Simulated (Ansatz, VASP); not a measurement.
# Re in VASP and in Ansatz

File INCAR:

```
SYSTEM = Re
PREC = Accurate
ENCUT = 520
EDIFF = 1E-7
ISMEAR = 0
SIGMA = 0.15
LREAL = .False.
LASPH = .True.
NELM = 100
ALGO = Normal
ISIF = 2
LWAVE = .False.
LCHARG = .True.
GGA = PS
LELF = .True.
LVHAR = .True.
NBANDS = 14
```

File KPOINTS:

```
Automatic mesh
0
Gamma
  21 21 12
  0 0 0
```

File POSCAR:

```
Re
1.0
    2.8032224066      0.0000000000      0.0000000000
   -1.4016112033      2.4276618166      0.0000000000
    0.0000000000      0.0000000000      4.3534714730
Re
2
Direct
    0.3333333333      0.6666666667      0.2500000000
    0.6666666667      0.3333333333      0.7500000000
```

Input for Ansatz:

```yaml
crystal:
  lattice:
    - [2.8032224066, 0.0, 0.0]
    - [-1.4016112033, 2.4276618166, 0.0]
    - [0.0, 0.0, 4.353471473]
  atoms:
    - { symbol: Re, position: [0.3333333333, 0.6666666667, 0.25] }
    - { symbol: Re, position: [0.6666666667, 0.3333333333, 0.75] }
basis:
  ecutwfc: 420
kpoints:
  mp_grid: { grid: [21, 21, 12] }
hamiltonian:
  xc: pbesol
scf:
  occupations: { method: gaussian, width: 0.15 }
output:
  forces: true
  stress: true
  eigenvalues: true
```

Alike in both runs: task single point; functional PBEsol; k mesh 21 × 21 × 12; occupations gaussian, width 0.15 eV; no spin polarisation.

|  | VASP | Ansatz |
| --- | --- | --- |
| version | VASP 6.6.1 | Ansatz 0.2.0 |
| potentials or method | VASP PAW PBE potentials, release 64 (Re), cutoff 520 eV | scalar-relativistic, plane waves, PAW |
| valence electrons in the cell | 14 | 30 |

```csv
,VASP,Ansatz,Ansatz less VASP
gap on the k mesh at the Fermi level (eV),none,none,-
pressure (GPa),-6.1,-6.0,+0.13
"traceless stress, the component that is largest in VASP (GPa)",10.47,10.66,+0.194
```

VASP's potentials were made for PBE, not for PBEsol. A gap of «none» marks a metal or a gap that the smearing closes. The functional is the same, so the differences come from potentials, cutoffs and numerics. VASP's potentials hold 14 valence electrons a cell and Ansatz's 30, so a difference there can come from the potentials and not from the codes.

Neither program's run includes spin-orbit coupling.
